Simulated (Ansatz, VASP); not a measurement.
One calculation of As, two programs

```xyz
3
Lattice="4.9347 0.0000 0.0000 -2.4674 4.2736 0.0000 0.0000 0.0000 2.8719" Properties=species:S:1:pos:R:3 pbc="T T T"
As    2.4674    4.2736    0.0000
As    0.0000    2.8491    1.4360
As    2.4674    1.4245    1.4360
```

Alike in both runs: task single point; functional LDA; k mesh 9 × 9 × 13; occupations fermi-dirac, width 0.1 eV; no spin polarisation.

|  | VASP | Ansatz |
| --- | --- | --- |
| version | VASP 6.6.1 | Ansatz 0.2.0 |
| potentials or method | VASP PAW LDA potentials, release 64 (As), cutoff 520 eV | plane waves (420 eV) with PAW, scalar-relativistic |
| valence electrons in the cell | 15 | 45 |

```csv
,VASP,Ansatz,Ansatz less VASP
pressure (GPa),-8.0,-8.1,-0.13
"traceless stress, the component that is largest in VASP (GPa)",0.28,0.23,-0.053
```

Ansatz warns that its potentials were made for another functional, while VASP's fit it. LDA's correlation is that of Perdew and Zunger in VASP and of Perdew and Wang (1992) in Ansatz. VASP's potentials hold 15 valence electrons a cell and Ansatz's 45, so a difference there can come from the potentials and not from the codes.
